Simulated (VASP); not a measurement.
# TiAl3 (lda) (Pm-3m) in VASP: further runs

The runs below take TiAl3 (lda) through single point, relaxation of cell and atoms, with LDA.

Program: VASP 6.6.1. These are calculated values, not measurements. Logs are shortened: lines on timing, memory, paths and dates and some standing lists are left out, and cuts for length are marked.

## (1) The cell of the first run

The structure is cubic, space group Pm-3m (No. 221). Conventional cell: a = 3.956 Å, b = 3.956 Å, c = 3.956 Å, α = 90.00°, β = 90.00°, γ = 90.00°. Ti (site symmetry m-3m) has 12 Al at 2.80 Å within 3.7 Å. Al (site symmetry 4/mmm) has 4 Ti at 2.80 Å and 8 Al at 2.80 Å within 3.7 Å.

## (2) Single point, LDA

Contents of INCAR:

```
PREC = Accurate ; ENCUT = 520
EDIFF = 1E-6 ; ISMEAR = 0
SIGMA = 0.1 ; LREAL = F
LASPH = T ; NELM = 80
ALGO = Fast ; ISIF = 2
LWAVE = F ; LCHARG = F
GGA = CA ; NBANDS = 18
```

Contents of KPOINTS:

```
Automatic mesh
0
Gamma
  4 4 4
```

Contents of POSCAR:

```
TiAl3
1.0
    3.9556712500      0.0000000000      0.0000000000
    0.0000000000      3.9556712500      0.0000000000
    0.0000000000      0.0000000000      3.9556712500
Ti Al
1 3
Direct
    0.0000000000      0.0000000000      0.0000000000
    0.5000000000      0.5000000000      0.0000000000
    0.5000000000      0.0000000000      0.5000000000
    0.0000000000      0.5000000000      0.5000000000
```

Potentials or basis: VASP PAW LDA potentials, release 64 (Ti_sv, Al).

Launch:

```
$ cat potpaw_LDA.64/Ti_sv/POTCAR potpaw_LDA.64/Al/POTCAR > POTCAR
$ mpirun -np 1 vasp_std > vasp.out
```

OUTCAR:

```text
PREC = Accurate
   ENCUT = 520
   EDIFF = 1E-6
   ISMEAR = 0
   LREAL = F
   LASPH = T
   NELM = 80
   ISIF = 2
   GGA = CA

 ion  position               nearest neighbor table
   1  0.000  0.000  0.000-   2 2.80   3 2.80   4 2.80   3 2.80   4 2.80   2 2.80   4 2.80   4 2.80
                             2 2.80   3 2.80   3 2.80   2 2.80
   2  0.500  0.500  0.000-   1 2.80   3 2.80   4 2.80   3 2.80   4 2.80   1 2.80   3 2.80   3 2.80
                             1 2.80   4 2.80   4 2.80   1 2.80
   3  0.500  0.000  0.500-   1 2.80   2 2.80   4 2.80   1 2.80   2 2.80   2 2.80   4 2.80   2 2.80
                             1 2.80   4 2.80   1 2.80   4 2.80
   4  0.000  0.500  0.500-   1 2.80   2 2.80   3 2.80   1 2.80   2 2.80   1 2.80   3 2.80   1 2.80
                             2 2.80   3 2.80   2 2.80   3 2.80

  LATTYP: Found a simple cubic cell.
 ALAT       =     3.9556712500

  Lattice vectors:

 A1 = (   3.9556712500,   0.0000000000,   0.0000000000)
 A2 = (   0.0000000000,   3.9556712500,   0.0000000000)
 A3 = (   0.0000000000,   0.0000000000,   3.9556712500)

Analysis of symmetry for initial positions (statically):
=====================================================================
 Subroutine PRICEL returns:
 Original cell was already a primitive cell.

 Routine SETGRP: Setting up the symmetry group for a
 simple cubic supercell.

 Subroutine GETGRP returns: Found 48 space group operations
 (whereof 48 operations were pure point group operations)
 out of a pool of 48 trial point group operations.

The static configuration has the point symmetry O_h .

Analysis of symmetry for dynamics (positions and initial velocities):
=====================================================================
 Subroutine PRICEL returns:
 Original cell was already a primitive cell.

 Routine SETGRP: Setting up the symmetry group for a
 simple cubic supercell.

 Subroutine GETGRP returns: Found 48 space group operations
 (whereof 48 operations were pure point group operations)
 out of a pool of 48 trial point group operations.

The dynamic configuration has the point symmetry O_h .

 Subroutine INISYM returns: Found 48 space group operations
 (whereof 48 operations are pure point group operations),
 and found     1 'primitive' translations

----------------------------------------------------------------------------------------

                                     Primitive cell

  volume of cell :      61.8957

  direct lattice vectors                    reciprocal lattice vectors
     3.955671250  0.000000000  0.000000000     0.252801595  0.000000000  0.000000000
     0.000000000  3.955671250  0.000000000     0.000000000  0.252801595  0.000000000
     0.000000000  0.000000000  3.955671250     0.000000000  0.000000000  0.252801595

  length of vectors
     3.955671250  3.955671250  3.955671250     0.252801595  0.252801595  0.252801595

  position of ions in fractional coordinates (direct lattice)
     0.000000000  0.000000000  0.000000000
     0.500000000  0.500000000  0.000000000
     0.500000000  0.000000000  0.500000000
     0.000000000  0.500000000  0.500000000

  ion indices of the primitive-cell ions
   primitive index   ion index
                 1           1
                 2           2
                 3           3
                 4           4

----------------------------------------------------------------------------------------

 KPOINTS: Automatic mesh

Automatic generation of k-mesh.
 Grid dimensions read from file:
 generate k-points for:    4    4    4

 Generating k-lattice:

  Cartesian coordinates                     Fractional coordinates (reciprocal lattice)
     0.063200399  0.000000000  0.000000000     0.250000000  0.000000000  0.000000000
     0.000000000  0.063200399  0.000000000     0.000000000  0.250000000  0.000000000
     0.000000000  0.000000000  0.063200399     0.000000000  0.000000000  0.250000000

  Length of vectors
     0.063200399  0.063200399  0.063200399

  Shift w.r.t. Gamma in fractional coordinates (k-lattice)
     0.000000000  0.000000000  0.000000000

 Subroutine IBZKPT returns following result:
 ===========================================

 Found     10 irreducible k-points:

 Following reciprocal coordinates:
            Coordinates               Weight
  0.000000  0.000000  0.000000      1.000000
  0.250000  0.000000  0.000000      6.000000
  0.500000  0.000000  0.000000      3.000000
  0.250000  0.250000  0.000000     12.000000
  0.500000  0.250000  0.000000     12.000000
  0.500000  0.500000  0.000000      3.000000
  0.250000  0.250000  0.250000      8.000000
  0.500000  0.250000  0.250000     12.000000
  0.500000  0.500000  0.250000      6.000000
  0.500000  0.500000  0.500000      1.000000
   k-points           NKPTS =     10   k-points in BZ     NKDIM =     10   number of bands    NBANDS=     18
   number of dos      NEDOS =    301   number of ions     NIONS =      4
   total plane-waves  NPLWV =  27000
   dimension x,y,z NGX =    30 NGY =   30 NGZ =   30
   dimension x,y,z NGXF=    60 NGYF=   60 NGZF=   60
   ions per type =               1   3
   NGX,Y,Z   is equivalent  to a cutoff of  12.61, 12.61, 12.61 a.u.
   NGXF,Y,Z  is equivalent  to a cutoff of  25.22, 25.22, 25.22 a.u.
 SYSTEM =  unknown system
   PREC   = accura    normal or accurate (medium, high low for compatibility)
   ISTART =      0    job   : 0-new  1-cont  2-samecut
   ICHARG =      2    charge: 1-file 2-atom 10-const
   ISPIN  =      1    spin polarized calculation?
   LNONCOLLINEAR =      F non collinear calculations
   LSORBIT =      F    spin-orbit coupling
   LASPH  =      T    aspherical Exc in radial PAW
   ENCUT  =  520.0 eV  38.22 Ry    6.18 a.u.   7.35  7.35  7.35*2*pi/ulx,y,z
   NELM   =     80;   NELMIN=  2; NELMDL= -5     # of ELM steps
   EDIFF  = 0.1E-05   stopping-criterion for ELM
   LREAL  =      F    real-space projection
   EDIFFG = 0.1E-04   stopping-criterion for IOM
   NSW    =      0    number of steps for IOM
   IBRION =     -1    ionic relax: 0-MD 1-quasi-New 2-CG
   NFREE  =      0    steps in history (QN), initial steepest desc. (CG)
   ISIF   =      2    stress and relaxation
   ISYM   =      2    0-nonsym 1-usesym 2-fastsym
   POTIM  = 0.5000    time-step for ionic-motion
   TEBEG  =    0.0;   TEEND  =   0.0 temperature during run
   PSTRESS=    0.0 pullay stress
   NELECT =      21.0000    total number of electrons
   NUPDOWN=      -1.0000    fix difference up-down
   EMIN   =  10.00;   EMAX   =-10.00  energy-range for DOS
   EFERMI =   0.00;   METHOD = LEGACY
   ISMEAR =     0;   SIGMA  =   0.10  broadening in eV -4-tet -1-fermi 0-gaus
   EFERMI_NEDOS =   21; number of points for ismear=-14 and -15
   IALGO  =     68    algorithm
   IMIX   =      4    mixing-type and parameters
     AMIX     =   0.40;   BMIX     =  1.00
     AMIX_MAG =   1.60;   BMIX_MAG =  1.00
  volume/ion in A,a.u.               =      15.47       104.42
  Fermi-wavevector in a.u.,A,eV,Ry     =   1.141811  2.157711 17.738371  1.303733
  Thomas-Fermi vector in A             =   2.278511
   LORBIT       =      0    0 simple, 1 ext, 2 COOP (PROOUT), +10 PAW based schemes
   GGA     = CA    functional components
   LHFCALC =     F    Hartree Fock is set to
   AEXX    =    0.0000 exact exchange contribution
   IVDW    =     0    specifies the selected vdW correction
   LEPSILON=     F    determine dielectric tensor
   LRPA    =     F    only Hartree local field effects (RPA)
 non-spin polarized calculation
 RMM-DIIS sequential band-by-band and
 Gauss-broadening in eV      SIGMA  =   0.10
  energy-cutoff  :      520.00
  volume of cell :       61.90
 maximum number of plane-waves:      1743
 NGX is ok and might be reduce to    30
   NGX = 15   NGY = 15   NGZ = 15

 number of electron      20.9999997 magnetization

 Free energy of the ion-electron system (eV)
  ---------------------------------------------------
  ext. energy  EPLUGINS =         0.00000000
  ---------------------------------------------------
  free energy    TOTEN  =       -22.71667977 eV

  energy without entropy =      -22.70497970  energy(sigma->0) =      -22.71082974

 E-fermi :   9.0495     XC(G=0): -11.0238

 val. band max:        9.0374415137   @ k =   0.0000   0.0000   0.0000
 cond. band min:       9.1141867920   @ k =   0.5000   0.5000   0.5000
 fundamental gap:      0.0767452783
 Fermi energy:         9.0494890510

 k-point     1 :       0.0000    0.0000    0.0000
  band No.  band energies     occupation
      1     -47.3662      2.00000
      2     -24.0559      2.00000
      3     -24.0559      2.00000
      4     -24.0559      2.00000
      5      -1.8898      2.00000
      6       5.7807      2.00000
[... 10 lines left out ...]
     17      14.5541      0.00000
     18      14.5541      0.00000

 k-point     2 :       0.2500    0.0000    0.0000
  band No.  band energies     occupation
      1     -47.3658      2.00000
      2     -24.0664      2.00000
      3     -24.0551      2.00000
      4     -24.0551      2.00000
      5      -1.2904      2.00000
      6       3.2693      2.00000
[... 10 lines left out ...]
     17      13.3758      0.00000
     18      14.3029      0.00000

 k-point     3 :       0.5000    0.0000    0.0000
  band No.  band energies     occupation
      1     -47.3653      2.00000
      2     -24.0770      2.00000
      3     -24.0543      2.00000
      4     -24.0543      2.00000
      5       0.1065      2.00000
      6       0.9279      2.00000
[... 10 lines left out ...]
     17      12.0162      0.00000
     18      14.1235      0.00000

 k-point     4 :       0.2500    0.2500    0.0000
  band No.  band energies     occupation
      1     -47.3654      2.00000
      2     -24.0657      2.00000
      3     -24.0650      2.00000
      4     -24.0543      2.00000
      5      -0.7116      2.00000
      6       3.6780      2.00000
[... 81 lines left out ...]
      4     -24.0630      2.00000
      5       1.0906      2.00000
      6       2.0760      2.00000
[... 10 lines left out ...]
     17      13.8883      0.00000
     18      14.6787      0.00000

 k-point     9 :       0.5000    0.5000    0.2500
  band No.  band energies     occupation
      1     -47.3641      2.00000
      2     -24.0730      2.00000
      3     -24.0730      2.00000
      4     -24.0623      2.00000
      5       2.1795      2.00000
      6       3.1358      2.00000
[... 10 lines left out ...]
     17      11.9383      0.00000
     18      16.7208      0.00000

 k-point    10 :       0.5000    0.5000    0.5000
  band No.  band energies     occupation
      1     -47.3637      2.00000
      2     -24.0717      2.00000
      3     -24.0717      2.00000
      4     -24.0717      2.00000
      5       3.7260      2.00000
      6       3.7260      2.00000
[... 10 lines left out ...]
     17      11.6534      0.00000
     18      20.5513      0.00000

------------------------ aborting loop because EDIFF is reached ----------------------------------------

  FORCE on cell =-STRESS in cart. coord.  units (eV):
  Direction    XX          YY          ZZ          XY          YZ          ZX
  --------------------------------------------------------------------------------------
  -------------------------------------------------------------------------------------
  Total       -1.3613953     -1.3613953     -1.3613953     -0.0000000     -0.0000000      0.0000000
  in kB      -35.2398659    -35.2398659    -35.2398659     -0.0000000     -0.0000000      0.0000000
  external PRESSURE =     -35.2398659 kB  Pullay stress =       0.0000000 kB

 VOLUME and BASIS-vectors are now :
 -----------------------------------------------------------------------------
  energy-cutoff  :      520.00
  volume of cell :       61.90
      direct lattice vectors                 reciprocal lattice vectors
     3.955671250  0.000000000  0.000000000     0.252801595  0.000000000  0.000000000
     0.000000000  3.955671250  0.000000000     0.000000000  0.252801595  0.000000000
     0.000000000  0.000000000  3.955671250     0.000000000  0.000000000  0.252801595

 POSITION                                       TOTAL-FORCE (eV/Angst)
 -----------------------------------------------------------------------------------
      0.00000      0.00000      0.00000         0.000000      0.000000      0.000000
      1.97784      1.97784      0.00000         0.000000      0.000000      0.000000
      1.97784      0.00000      1.97784         0.000000      0.000000      0.000000
      0.00000      1.97784      1.97784         0.000000      0.000000      0.000000
 -----------------------------------------------------------------------------------
    total drift:                                0.000000     -0.000000      0.000000

  FREE ENERGIE OF THE ION-ELECTRON SYSTEM (eV)
  ---------------------------------------------------
  free  energy   TOTEN  =       -22.7166797699 eV

  energy  without entropy=      -22.7049797035  energy(sigma->0) =      -22.71082974
```

It took 14 s on 1 thread of Intel Xeon 6975P-C, shared host; peak memory 0.15 GiB.

Results:

| Quantity | Value |
| --- | --- |
| Free energy | -22.7167 eV |
| Pressure | -3.5 GPa |

Levels at points of the mesh, in eV from the Fermi level:
```
           k point  band 8  band 9  band 10  band 11  band 12  band 13
(0.00, 0.00, 0.00)   -2.29   -2.29    -2.29    -0.01    -0.01    -0.01
(0.50, 0.00, 0.00)   -2.41   -2.35     0.23     0.61     0.61     0.74
(0.50, 0.50, 0.00)   -5.16   -1.42    -1.42     0.47     0.68     0.93
(0.50, 0.50, 0.50)   -5.10   -3.61    -3.61    -3.61     0.06     0.99
```

Caveat: the k points lie up to 0.40 Å⁻¹ apart.

## (3) Single point, LDA

This run uses another cell than the first one, of 14.95 Å³/atom, 0.966 times its volume.

Contents of INCAR:

```
  PREC = Accurate
  ENCUT = 520
  EDIFF = 1E-7
  ISMEAR = 0
  SIGMA = 0.1
  LREAL = F
  LASPH = T
  NELM = 80
  ALGO = Normal
  ISIF = 2
  LWAVE = F
  LCHARG = T
  LELF = T
  LVHAR = T
  NBANDS = 18
```

Contents of KPOINTS:

```
Automatic mesh
0
Gamma
  10 10 10
```

Contents of POSCAR:

```
TiAl3
1.0
    3.9106822374      0.0000000000      0.0000000000
    0.0000000000      3.9106822374      0.0000000000
    0.0000000000      0.0000000000      3.9106822374
Ti Al
1 3
Direct
    0.0000000000      0.0000000000      0.0000000000
    0.5000000000      0.5000000000      0.0000000000
    0.5000000000      0.0000000000      0.5000000000
    0.0000000000      0.5000000000      0.5000000000
```

Potentials or basis: VASP PAW LDA potentials, release 64 (Ti_sv, Al).

Launch:

```
$ cat potpaw_LDA.64/Ti_sv/POTCAR potpaw_LDA.64/Al/POTCAR > POTCAR
$ mpirun -np 1 vasp_std > vasp.out
```

OUTCAR:

```text
PREC = Accurate
   ENCUT = 520
   EDIFF = 1E-7
   ISMEAR = 0
   LREAL = F
   LASPH = T
   NELM = 80
   ISIF = 2

 ion  position               nearest neighbor table
   1  0.000  0.000  0.000-   2 2.77   3 2.77   4 2.77   3 2.77   4 2.77   2 2.77   4 2.77   4 2.77
                             2 2.77   3 2.77   3 2.77   2 2.77
   2  0.500  0.500  0.000-   1 2.77   3 2.77   4 2.77   3 2.77   4 2.77   1 2.77   3 2.77   3 2.77
                             1 2.77   4 2.77   4 2.77   1 2.77
   3  0.500  0.000  0.500-   1 2.77   2 2.77   4 2.77   1 2.77   2 2.77   2 2.77   4 2.77   2 2.77
                             1 2.77   4 2.77   1 2.77   4 2.77
   4  0.000  0.500  0.500-   1 2.77   2 2.77   3 2.77   1 2.77   2 2.77   1 2.77   3 2.77   1 2.77
                             2 2.77   3 2.77   2 2.77   3 2.77

  LATTYP: Found a simple cubic cell.
 ALAT       =     3.9106822374

  Lattice vectors:

 A1 = (   3.9106822374,   0.0000000000,   0.0000000000)
 A2 = (   0.0000000000,   3.9106822374,   0.0000000000)
 A3 = (   0.0000000000,   0.0000000000,   3.9106822374)

Analysis of symmetry for initial positions (statically):
=====================================================================
 Subroutine PRICEL returns:
 Original cell was already a primitive cell.

 Routine SETGRP: Setting up the symmetry group for a
 simple cubic supercell.

 Subroutine GETGRP returns: Found 48 space group operations
 (whereof 48 operations were pure point group operations)
 out of a pool of 48 trial point group operations.

The static configuration has the point symmetry O_h .

Analysis of symmetry for dynamics (positions and initial velocities):
=====================================================================
 Subroutine PRICEL returns:
 Original cell was already a primitive cell.

 Routine SETGRP: Setting up the symmetry group for a
 simple cubic supercell.

 Subroutine GETGRP returns: Found 48 space group operations
[... 128 lines left out ...]
  volume/ion in A,a.u.               =      14.95       100.90
  Fermi-wavevector in a.u.,A,eV,Ry     =   1.154947  2.182533 18.148847  1.333903
  Thomas-Fermi vector in A             =   2.291580
   LORBIT       =      0    0 simple, 1 ext, 2 COOP (PROOUT), +10 PAW based schemes
   GGA     = CA    functional components
   LHFCALC =     F    Hartree Fock is set to
   AEXX    =    0.0000 exact exchange contribution
   IVDW    =     0    specifies the selected vdW correction
   LEPSILON=     F    determine dielectric tensor
   LRPA    =     F    only Hartree local field effects (RPA)
 non-spin polarized calculation
 Gauss-broadening in eV      SIGMA  =   0.10
  energy-cutoff  :      520.00
  volume of cell :       59.81
 maximum number of plane-waves:      1640
 NGX is ok and might be reduce to    30
   NGX = 15   NGY = 15   NGZ = 15

 number of electron      20.9999996 magnetization

 Free energy of the ion-electron system (eV)
  ---------------------------------------------------
  ext. energy  EPLUGINS =         0.00000000
  ---------------------------------------------------
  free energy    TOTEN  =       -22.70608513 eV

  energy without entropy =      -22.69555461  energy(sigma->0) =      -22.70081987

 E-fermi :   9.3000     XC(G=0): -11.1649

 val. band max:        9.2835421276   @ k =   0.4000   0.2000   0.0000
 cond. band min:       9.3188629359   @ k =   0.1000   0.1000   0.1000
 fundamental gap:      0.0353208084
 Fermi energy:         9.2999582984

 k-point     1 :       0.0000    0.0000    0.0000
  band No.  band energies     occupation
      1     -46.9076      2.00000
      2     -23.6082      2.00000
      3     -23.6082      2.00000
      4     -23.6082      2.00000
      5      -1.7145      2.00000
      6       6.0860      2.00000
[... 481 lines left out ...]
      5      -0.6472      2.00000
      6       3.1206      2.00000
[... 10 lines left out ...]
     17      13.6512      0.00000
     18      14.9836      0.00000

 [... further k-points ...]

------------------------ aborting loop because EDIFF is reached ----------------------------------------

  FORCE on cell =-STRESS in cart. coord.  units (eV):
  Direction    XX          YY          ZZ          XY          YZ          ZX
  --------------------------------------------------------------------------------------
  -------------------------------------------------------------------------------------
  Total        0.0703950      0.0703950      0.0703950      0.0000000      0.0000000      0.0000000
  in kB        1.8857953      1.8857953      1.8857953      0.0000000      0.0000000      0.0000000
  external PRESSURE =       1.8857953 kB  Pullay stress =       0.0000000 kB

 VOLUME and BASIS-vectors are now :
 -----------------------------------------------------------------------------
  energy-cutoff  :      520.00
  volume of cell :       59.81
      direct lattice vectors                 reciprocal lattice vectors
     3.910682237  0.000000000  0.000000000     0.255709858  0.000000000  0.000000000
     0.000000000  3.910682237  0.000000000     0.000000000  0.255709858  0.000000000
     0.000000000  0.000000000  3.910682237     0.000000000  0.000000000  0.255709858

 POSITION                                       TOTAL-FORCE (eV/Angst)
 -----------------------------------------------------------------------------------
      0.00000      0.00000      0.00000         0.000000      0.000000      0.000000
      1.95534      1.95534      0.00000         0.000000      0.000000      0.000000
      1.95534      0.00000      1.95534         0.000000      0.000000      0.000000
      0.00000      1.95534      1.95534         0.000000      0.000000      0.000000
 -----------------------------------------------------------------------------------
    total drift:                                0.000000     -0.000000      0.000000

  FREE ENERGIE OF THE ION-ELECTRON SYSTEM (eV)
  ---------------------------------------------------
  free  energy   TOTEN  =       -22.7060851321 eV

  energy  without entropy=      -22.6955546082  energy(sigma->0) =      -22.70081987
```

Run time: 44 s. Hardware: 1 thread of Intel Xeon 6975P-C, shared host; peak memory 0.18 GiB.

Results:

```yaml
Free_energy: -22.7061 eV
Pressure: 0.2 GPa
```

[end of part 1 of 2]
